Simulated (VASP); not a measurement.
Input of a VASP 6.6.1 run:

File INCAR:

```
  PREC = Accurate
  ENCUT = 520
  EDIFF = 1E-7
  ISMEAR = -1
  SIGMA = 0.05
  LREAL = False
  LASPH = True
  NELM = 100
  ALGO = Normal
  ISIF = 2
  LWAVE = False
  LCHARG = True
  GGA = PS
  LELF = True
  LVHAR = True
  NBANDS = 12
```

File KPOINTS:

```
regular mesh
0
Gamma
  9 9 9
```

POSCAR

```
Sb
1.0
    2.2151183420      1.2788991710      3.7440000000
   -2.2151183420      1.2788991710      3.7440000000
    0.0000000000     -2.5577983419      3.7440000000
Sb
2
Direct
    0.2336400000      0.2336400000      0.2336400000
    0.7663600000      0.7663600000      0.7663600000
```

Potentials or basis: VASP PAW PBE potentials, release 64 (Sb).

Command:

```bash
$ cat potpaw_PBE.64/Sb/POTCAR > POTCAR
$ mpirun -np 1 vasp_std > vasp.out
```

**Question.** What does it give for the band gap on the k mesh?

**Answer.** 0.17 eV, indirect (least direct gap 0.47 eV).

**Question.** Predict the pressure.

**Answer.** -2.7 GPa.

Stress tensor (GPa, compression positive):
```
-3.17  0.00  0.00
 0.00 -3.17  0.00
 0.00  0.00 -1.91
```

Caveat: the cell differs from its parent crystal (equal xx and yy strain of +3 %); the PAW data sets were made with another functional, which shifts forces and pressure a little; spin-orbit coupling is left out, which moves the levels of the heavy elements. A k mesh can miss the band edges.
